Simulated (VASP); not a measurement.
# Al2O3 (R-3c) in VASP: a series of runs

The runs below take Al2O3 through single point, with PBEsol.

Program: VASP 6.6.1. These are calculated values, not measurements. Logs are shortened: lines on timing, memory, paths and dates and some standing lists are left out, and cuts for length are marked.

### 1 The cell of the first run

It takes space group R-3c (No. 167, trigonal). The conventional cell has a = 4.774 Å, b = 4.774 Å, c = 13.015 Å, α = 90.00°, β = 90.00°, γ = 120.00°. Al (site symmetry 3) has 6 O at 1.86 to 1.97 Å within 2.5 Å. O (site symmetry 2) has 4 Al at 1.86 to 1.97 Å within 2.5 Å.

### 2 Single point, PBEsol

INCAR

```
SYSTEM = Al2O3
PREC = Accurate
ENCUT = 520
EDIFF = 1E-6
ISMEAR = 0
SIGMA = 0.02
LREAL = .False.
LASPH = .True.
NELM = 60
ALGO = Normal
ISIF = 2
LWAVE = .False.
LCHARG = .False.
GGA = PS
NBANDS = 35
```

KPOINTS

```
Automatic mesh
0
Gamma
  6 6 6
  0 0 0
```

POSCAR

```
Al2O3
1.0
    2.3869305895      1.3780950184      4.3382851438
   -2.3869305895      1.3780950184      4.3382851438
    0.0000000000     -2.7561900367      4.3382851438
Al O
4 6
Direct
    0.1479209717      0.1479209717      0.1479209717
    0.3520790283      0.3520790283      0.3520790283
    0.6479209717      0.6479209717      0.6479209717
    0.8520790283      0.8520790283      0.8520790283
    0.9441401456      0.5558598544      0.2500000000
    0.4441401456      0.7500000000      0.0558598544
    0.5558598544      0.2500000000      0.9441401456
    0.2500000000      0.9441401456      0.5558598544
    0.7500000000      0.0558598544      0.4441401456
    0.0558598544      0.4441401456      0.7500000000
```

Potentials or basis: VASP PAW PBE potentials, release 64 (Al, O).

Run with:

```console
$ cat potpaw_PBE.64/Al/POTCAR potpaw_PBE.64/O/POTCAR > POTCAR
$ mpirun -np 1 vasp_std > vasp.out
```

OUTCAR:

```text
SYSTEM = Al2O3
   PREC = Accurate
   ENCUT = 520
   EDIFF = 1E-6
   ISMEAR = 0
   LREAL = .False.
   LASPH = .True.
   NELM = 60
   ISIF = 2
   GGA = PS

 ion  position               nearest neighbor table
   1  0.148  0.148  0.148-  10 1.86   9 1.86   6 1.86   8 1.97   7 1.97   5 1.97   2 2.66   4 2.80
                             4 2.80   4 2.80   2 3.23   2 3.23   2 3.23
   2  0.352  0.352  0.352-  10 1.86   6 1.86   9 1.86   7 1.97   8 1.97   5 1.97   1 2.66   3 2.80
                             3 2.80   3 2.80   1 3.23   1 3.23   1 3.23
   3  0.648  0.648  0.648-   5 1.86   7 1.86   8 1.86   6 1.97   9 1.97  10 1.97   4 2.66   2 2.80
                             2 2.80   2 2.80   4 3.23   4 3.23   4 3.23
   4  0.852  0.852  0.852-   5 1.86   8 1.86   7 1.86   9 1.97   6 1.97  10 1.97   3 2.66   1 2.80
                             1 2.80   1 2.80   3 3.23   3 3.23   3 3.23
   5  0.944  0.556  0.250-   3 1.86   4 1.86   1 1.97   2 1.97
   6  0.444  0.750  0.056-   2 1.86   1 1.86   3 1.97   4 1.97
   7  0.556  0.250  0.944-   3 1.86   4 1.86   2 1.97   1 1.97
   8  0.250  0.944  0.556-   4 1.86   3 1.86   1 1.97   2 1.97
   9  0.750  0.056  0.444-   1 1.86   2 1.86   4 1.97   3 1.97
  10  0.056  0.444  0.750-   1 1.86   2 1.86   3 1.97   4 1.97

  LATTYP: Found a trigonal (rhomboedric) cell.
 ALAT       =     5.1397764064
 COS(alpha) =     0.5686586204

  Lattice vectors:

 A1 = (   2.3869305895,   1.3780950184,   4.3382851438)
 A2 = (  -2.3869305895,   1.3780950184,   4.3382851438)
 A3 = (   0.0000000000,  -2.7561900367,   4.3382851438)

Analysis of symmetry for initial positions (statically):
=====================================================================
 Subroutine PRICEL returns:
 Original cell was already a primitive cell.

 Routine SETGRP: Setting up the symmetry group for a
 trigonal (rhombohedral) supercell.

 Subroutine GETGRP returns: Found 12 space group operations
 (whereof  6 operations were pure point group operations)
 out of a pool of 12 trial point group operations.

The static configuration has the point symmetry S_6 .
 The point group associated with its full space group is D_3d.

Analysis of symmetry for dynamics (positions and initial velocities):
=====================================================================
 Subroutine PRICEL returns:
 Original cell was already a primitive cell.

 Routine SETGRP: Setting up the symmetry group for a
 trigonal (rhombohedral) supercell.

 Subroutine GETGRP returns: Found 12 space group operations
 (whereof  6 operations were pure point group operations)
 out of a pool of 12 trial point group operations.

The dynamic configuration has the point symmetry S_6 .
 The point group associated with its full space group is D_3d.

 Subroutine INISYM returns: Found 12 space group operations
 (whereof  6 operations are pure point group operations),
 and found     1 'primitive' translations

----------------------------------------------------------------------------------------

                                     Primitive cell

  volume of cell :      85.6226

  direct lattice vectors                    reciprocal lattice vectors
     2.386930589  1.378095018  4.338285144     0.209474043  0.120939895  0.076835275
    -2.386930589  1.378095018  4.338285144    -0.209474043  0.120939895  0.076835275
     0.000000000 -2.756190037  4.338285144     0.000000000 -0.241879790  0.076835275

  length of vectors
     5.139776406  5.139776406  5.139776406     0.253790252  0.253790252  0.253790252

  position of ions in fractional coordinates (direct lattice)
     0.147920972  0.147920972  0.147920972
     0.352079028  0.352079028  0.352079028
     0.647920972  0.647920972  0.647920972
     0.852079028  0.852079028  0.852079028
     0.944140146  0.555859854  0.250000000
     0.444140146  0.750000000  0.055859854
     0.555859854  0.250000000  0.944140146
     0.250000000  0.944140146  0.555859854
     0.750000000  0.055859854  0.444140146
     0.055859854  0.444140146  0.750000000

  ion indices of the primitive-cell ions
   primitive index   ion index
                 1           1
                 2           2
                 3           3
                 4           4
                 5           5
                 6           6
                 7           7
                 8           8
                 9           9
                10          10

----------------------------------------------------------------------------------------

 KPOINTS: Automatic mesh

Automatic generation of k-mesh.
 Grid dimensions read from file:
 generate k-points for:    6    6    6

 Generating k-lattice:

  Cartesian coordinates                     Fractional coordinates (reciprocal lattice)
     0.034912340  0.020156649  0.012805879     0.166666667 -0.000000000  0.000000000
    -0.034912340  0.020156649  0.012805879    -0.000000000  0.166666667  0.000000000
     0.000000000 -0.040313298  0.012805879     0.000000000  0.000000000  0.166666667

  Length of vectors
     0.042298375  0.042298375  0.042298375

  Shift w.r.t. Gamma in fractional coordinates (k-lattice)
     0.000000000  0.000000000  0.000000000

 Subroutine IBZKPT returns following result:
 ===========================================

 Found     32 irreducible k-points:

 Following reciprocal coordinates:
            Coordinates               Weight
  0.000000  0.000000  0.000000      1.000000
  0.166667 -0.000000  0.000000      6.000000
  0.333333 -0.000000  0.000000      6.000000
  0.500000  0.000000  0.000000      3.000000
  0.166667  0.166667  0.000000      6.000000
  0.333333  0.166667  0.000000     12.000000
[... 16 lines left out ...]
  0.500000  0.500000  0.166667      6.000000
 -0.333333  0.500000  0.166667     12.000000
 [... further k-points ...]
   k-points           NKPTS =     32   k-points in BZ     NKDIM =     32   number of bands    NBANDS=     35
   number of dos      NEDOS =    301   number of ions     NIONS =     10
   total plane-waves  NPLWV =  64000
   dimension x,y,z NGX =    40 NGY =   40 NGZ =   40
   dimension x,y,z NGXF=    80 NGYF=   80 NGZF=   80
   ions per type =               4   6
   NGX,Y,Z   is equivalent  to a cutoff of  12.94, 12.94, 12.94 a.u.
   NGXF,Y,Z  is equivalent  to a cutoff of  25.88, 25.88, 25.88 a.u.
 SYSTEM =  Al2O3
   PREC   = accura    normal or accurate (medium, high low for compatibility)
   ISTART =      0    job   : 0-new  1-cont  2-samecut
   ICHARG =      2    charge: 1-file 2-atom 10-const
   ISPIN  =      1    spin polarized calculation?
   LNONCOLLINEAR =      F non collinear calculations
   LSORBIT =      F    spin-orbit coupling
   LASPH  =      T    aspherical Exc in radial PAW
   ENCUT  =  520.0 eV  38.22 Ry    6.18 a.u.   9.56  9.56  9.56*2*pi/ulx,y,z
   NELM   =     60;   NELMIN=  2; NELMDL= -5     # of ELM steps
   EDIFF  = 0.1E-05   stopping-criterion for ELM
   LREAL  =      F    real-space projection
   EDIFFG = 0.1E-04   stopping-criterion for IOM
   NSW    =      0    number of steps for IOM
   IBRION =     -1    ionic relax: 0-MD 1-quasi-New 2-CG
   NFREE  =      0    steps in history (QN), initial steepest desc. (CG)
   ISIF   =      2    stress and relaxation
   ISYM   =      2    0-nonsym 1-usesym 2-fastsym
   POTIM  = 0.5000    time-step for ionic-motion
   TEBEG  =    0.0;   TEEND  =   0.0 temperature during run
   PSTRESS=    0.0 pullay stress
   NELECT =      48.0000    total number of electrons
   NUPDOWN=      -1.0000    fix difference up-down
   EMIN   =  10.00;   EMAX   =-10.00  energy-range for DOS
   EFERMI =   0.00;   METHOD = LEGACY
   ISMEAR =     0;   SIGMA  =   0.02  broadening in eV -4-tet -1-fermi 0-gaus
   EFERMI_NEDOS =   21; number of points for ismear=-14 and -15
   IALGO  =     38    algorithm
   IMIX   =      4    mixing-type and parameters
     AMIX     =   0.40;   BMIX     =  1.00
     AMIX_MAG =   1.60;   BMIX_MAG =  1.00
  volume/ion in A,a.u.               =       8.56        57.78
  Fermi-wavevector in a.u.,A,eV,Ry     =   1.349872  2.550888 24.791903  1.822153
  Thomas-Fermi vector in A             =   2.477423
   LORBIT       =      0    0 simple, 1 ext, 2 COOP (PROOUT), +10 PAW based schemes
   GGA     = PS    functional components
   LHFCALC =     F    Hartree Fock is set to
   AEXX    =    0.0000 exact exchange contribution
   IVDW    =     0    specifies the selected vdW correction
   LEPSILON=     F    determine dielectric tensor
   LRPA    =     F    only Hartree local field effects (RPA)
 non-spin polarized calculation
 Gauss-broadening in eV      SIGMA  =   0.02
  energy-cutoff  :      520.00
  volume of cell :       85.62
 maximum number of plane-waves:      2328
 NGX is ok and might be reduce to    40
   NGX = 19   NGY = 19   NGZ = 19

 number of electron      48.0000012 magnetization

 Free energy of the ion-electron system (eV)
  ---------------------------------------------------
  ext. energy  EPLUGINS =         0.00000000
  ---------------------------------------------------
  free energy    TOTEN  =       -78.66432244 eV

  energy without entropy =      -78.66432244  energy(sigma->0) =      -78.66432244

 E-fermi :   6.0798     XC(G=0): -11.9060

 val. band max:        5.9504276303   @ k =   0.0000   0.0000   0.0000
 cond. band min:      11.9894797910   @ k =   0.0000   0.0000   0.0000
 fundamental gap:      6.0390521607
 Fermi energy:         6.0798253480

 k-point     1 :       0.0000    0.0000    0.0000
  band No.  band energies     occupation
      1     -13.2004      2.00000
      2     -10.8455      2.00000
      3     -10.5648      2.00000
      4     -10.5648      2.00000
      5     -10.2409      2.00000
      6     -10.2409      2.00000
[... 27 lines left out ...]
     34      19.4031      0.00000
     35      20.3742      0.00000

 k-point     2 :       0.1667   -0.0000    0.0000
  band No.  band energies     occupation
      1     -13.0565      2.00000
      2     -10.9237      2.00000
      3     -10.6445      2.00000
      4     -10.5926      2.00000
      5     -10.3102      2.00000
      6     -10.2515      2.00000
[... 27 lines left out ...]
     34      18.7588      0.00000
     35      20.0792      0.00000
[... 796 lines left out ...]
     34      19.1292      0.00000
     35      19.4771      0.00000

 k-point    24 :      -0.3333    0.5000    0.1667
  band No.  band energies     occupation
      1     -11.8886      2.00000
      2     -11.5104      2.00000
      3     -11.2519      2.00000
      4     -11.0279      2.00000
      5     -10.4308      2.00000
      6     -10.2194      2.00000
[... 27 lines left out ...]
     34      19.1441      0.00000
     35      19.2900      0.00000

 [... further k-points ...]
[... 5 lines left out ...]
  --------------------------------------------------------------------------------------
  -------------------------------------------------------------------------------------
  Total        0.0501981      0.0501981      0.0001659      0.0000000      0.0000000      0.0000000
  in kB        0.9393117      0.9393117      0.0031039      0.0000000      0.0000000      0.0000000
  external PRESSURE =       0.6272425 kB  Pullay stress =       0.0000000 kB

 VOLUME and BASIS-vectors are now :
 -----------------------------------------------------------------------------
  energy-cutoff  :      520.00
  volume of cell :       85.62
      direct lattice vectors                 reciprocal lattice vectors
     2.386930589  1.378095018  4.338285144     0.209474043  0.120939895  0.076835275
    -2.386930589  1.378095018  4.338285144    -0.209474043  0.120939895  0.076835275
     0.000000000 -2.756190037  4.338285144     0.000000000 -0.241879790  0.076835275

 POSITION                                       TOTAL-FORCE (eV/Angst)
 -----------------------------------------------------------------------------------
      0.00000      0.00000      1.92517         0.000000      0.000000      0.002101
      0.00000      0.00000      4.58226         0.000000     -0.000000     -0.002101
      0.00000      0.00000      8.43260         0.000000      0.000000      0.002101
      0.00000      0.00000     11.08969         0.000000     -0.000000     -0.002101
      0.92680      1.37810      7.59200         0.004521      0.000000      0.000000
     -0.73007      1.49168      5.42286         0.002260      0.003915      0.000000
      0.73007     -1.49168      7.59200        -0.002260     -0.003915      0.000000
     -1.65686      0.11358      7.59200        -0.002260      0.003915      0.000000
      1.65686     -0.11358      5.42286         0.002260     -0.003915      0.000000
     -0.92680     -1.37810      5.42286        -0.004521      0.000000      0.000000
 -----------------------------------------------------------------------------------
    total drift:                               -0.000000      0.000000     -0.000000

  FREE ENERGIE OF THE ION-ELECTRON SYSTEM (eV)
  ---------------------------------------------------
  free  energy   TOTEN  =       -78.6643224393 eV

  energy  without entropy=      -78.6643224393  energy(sigma->0) =      -78.66432244
```

It took 2.9 min on 1 thread of AMD EPYC 7R43 (Zen 3), shared host; peak memory 0.22 GiB.

What came out:

* Free energy: -78.6643 eV
* Pressure: 0.1 GPa
* Largest force: 0.005 eV/Å
* Band gap on the k mesh: 6.04 eV, direct

Forces on the atoms (eV/Å):
```
Al   0.000  0.000  0.002
Al   0.000  0.000 -0.002
Al   0.000  0.000  0.002
Al   0.000  0.000 -0.002
O    0.005  0.000  0.000
O    0.002  0.004  0.000
O   -0.002 -0.004  0.000
O   -0.002  0.004  0.000
O    0.002 -0.004  0.000
O   -0.005  0.000  0.000
```

Levels at points of the mesh, in eV from the valence-band top:
```tsv
k point	band 21	band 22	band 23	band 24	band 25	band 26	band 27	band 28
(0.00, 0.00, 0.00)	-0.50	-0.04	-0.04	0.00	6.04	8.91	10.59	11.34
(0.50, 0.00, 0.00)	-0.91	-0.91	-0.27	-0.27	9.26	9.26	9.47	9.47
(0.50, 0.50, 0.00)	-1.01	-0.91	-0.74	-0.25	9.41	9.55	9.73	10.22
(0.50, 0.50, 0.50)	-0.38	-0.38	-0.38	-0.38	8.48	8.48	10.90	10.90
```

Caveat: the PAW data sets were made with another functional, which shifts forces and pressure a little. A k mesh can miss the band edges.

### 3 Single point, PBEsol

INCAR

```
  PREC = Accurate
  ENCUT = 520
  EDIFF = 1E-6
  ISMEAR = 0
  SIGMA = 0.01
  LREAL = F
  LASPH = T
  NELM = 100
  ALGO = Normal
  ISIF = 2
  LWAVE = F
  LCHARG = T
  GGA = PS
  LELF = T
  LVHAR = T
  NBANDS = 35
```

KPOINTS

```
regular mesh
0
Gamma
  6 6 6
```

POSCAR is that of step 2.

Potentials or basis: VASP PAW PBE potentials, release 64 (Al, O).

Run with:

```console
$ cat potpaw_PBE.64/Al/POTCAR potpaw_PBE.64/O/POTCAR > POTCAR
$ mpirun -np 1 vasp_std > vasp.out
```

OUTCAR:

```text
PREC = Accurate
   ENCUT = 520
   EDIFF = 1E-6
   ISMEAR = 0
   LREAL = F
   LASPH = T
   NELM = 100
   ISIF = 2
   GGA = PS

 ion  position               nearest neighbor table
   1  0.148  0.148  0.148-  10 1.86   9 1.86   6 1.86   8 1.97   7 1.97   5 1.97   2 2.66   4 2.80
                             4 2.80   4 2.80   2 3.23   2 3.23   2 3.23
   2  0.352  0.352  0.352-  10 1.86   6 1.86   9 1.86   7 1.97   8 1.97   5 1.97   1 2.66   3 2.80
                             3 2.80   3 2.80   1 3.23   1 3.23   1 3.23
   3  0.648  0.648  0.648-   5 1.86   7 1.86   8 1.86   6 1.97   9 1.97  10 1.97   4 2.66   2 2.80
                             2 2.80   2 2.80   4 3.23   4 3.23   4 3.23
   4  0.852  0.852  0.852-   5 1.86   8 1.86   7 1.86   9 1.97   6 1.97  10 1.97   3 2.66   1 2.80
[... 1143 lines left out ...]
 -----------------------------------------------------------------------------
  energy-cutoff  :      520.00
  volume of cell :       85.62
      direct lattice vectors                 reciprocal lattice vectors
     2.386930589  1.378095018  4.338285144     0.209474043  0.120939895  0.076835275
    -2.386930589  1.378095018  4.338285144    -0.209474043  0.120939895  0.076835275
     0.000000000 -2.756190037  4.338285144     0.000000000 -0.241879790  0.076835275

 POSITION                                       TOTAL-FORCE (eV/Angst)
 -----------------------------------------------------------------------------------
      0.00000      0.00000      1.92517         0.000000      0.000000      0.002101
      0.00000      0.00000      4.58226         0.000000     -0.000000     -0.002101
      0.00000      0.00000      8.43260         0.000000      0.000000      0.002101
      0.00000      0.00000     11.08969         0.000000     -0.000000     -0.002101
      0.92680      1.37810      7.59200         0.004521     -0.000000     -0.000000
     -0.73007      1.49168      5.42286         0.002260      0.003915     -0.000000
      0.73007     -1.49168      7.59200        -0.002260     -0.003915     -0.000000
     -1.65686      0.11358      7.59200        -0.002260      0.003915     -0.000000
      1.65686     -0.11358      5.42286         0.002260     -0.003915     -0.000000
     -0.92680     -1.37810      5.42286        -0.004521     -0.000000      0.000000
 -----------------------------------------------------------------------------------
    total drift:                               -0.000000      0.000000     -0.000000

  FREE ENERGIE OF THE ION-ELECTRON SYSTEM (eV)
  ---------------------------------------------------
  free  energy   TOTEN  =       -78.6643224394 eV

  energy  without entropy=      -78.6643224394  energy(sigma->0) =      -78.66432244
```

OSZICAR:

```text
N       E                     dE             d eps       ncg     rms          rms(c)
DAV:   1     0.218649335813E+03    0.21865E+03   -0.25326E+04  2240   0.131E+03
DAV:   2    -0.734363614511E+02   -0.29209E+03   -0.28108E+03  2855   0.283E+02
DAV:   3    -0.858111830729E+02   -0.12375E+02   -0.12336E+02  2912   0.595E+01
DAV:   4    -0.859052947710E+02   -0.94112E-01   -0.94052E-01  2792   0.597E+00
DAV:   5    -0.859064128383E+02   -0.11181E-02   -0.11179E-02  2820   0.651E-01    0.165E+01
DAV:   6    -0.787299825159E+02    0.71764E+01   -0.24658E+01  2714   0.263E+01    0.598E+00
DAV:   7    -0.786945284700E+02    0.35454E-01   -0.76548E-01  2677   0.425E+00    0.323E+00
DAV:   8    -0.786650743265E+02    0.29454E-01   -0.77568E-02  2730   0.214E+00    0.625E-01
DAV:   9    -0.786640645667E+02    0.10098E-02   -0.17410E-02  2920   0.679E-01    0.323E-01
DAV:  10    -0.786643554684E+02   -0.29090E-03   -0.52724E-04  2546   0.137E-01    0.699E-02
DAV:  11    -0.786643218304E+02    0.33638E-04   -0.25913E-04  2816   0.903E-02    0.250E-02
DAV:  12    -0.786643232562E+02   -0.14259E-05   -0.11351E-05  2677   0.206E-02    0.625E-03
DAV:  13    -0.786643224394E+02    0.81683E-06   -0.33881E-06  2456   0.101E-02
   1 F= -.78664322E+02 E0= -.78664322E+02  d E =-.926439E-61
```

Wall time 2.8 min (1 thread of AMD EPYC 7R43 (Zen 3), shared host); peak memory 0.21 GiB.

What came out:

- Free energy: -78.6643 eV
- Pressure: 0.1 GPa
- Largest force: 0.005 eV/Å
- Band gap on the k mesh: 6.04 eV, direct

Forces in eV/Å, atoms in the order of the input:
```
Al   0.000  0.000  0.002
Al   0.000  0.000 -0.002
Al   0.000  0.000  0.002
Al   0.000  0.000 -0.002
O    0.005  0.000  0.000
O    0.002  0.004  0.000
O   -0.002 -0.004  0.000
O   -0.002  0.004  0.000
O    0.002 -0.004  0.000
O   -0.005  0.000  0.000
```

Caveat: the PAW data sets were made with another functional, which shifts forces and pressure a little.
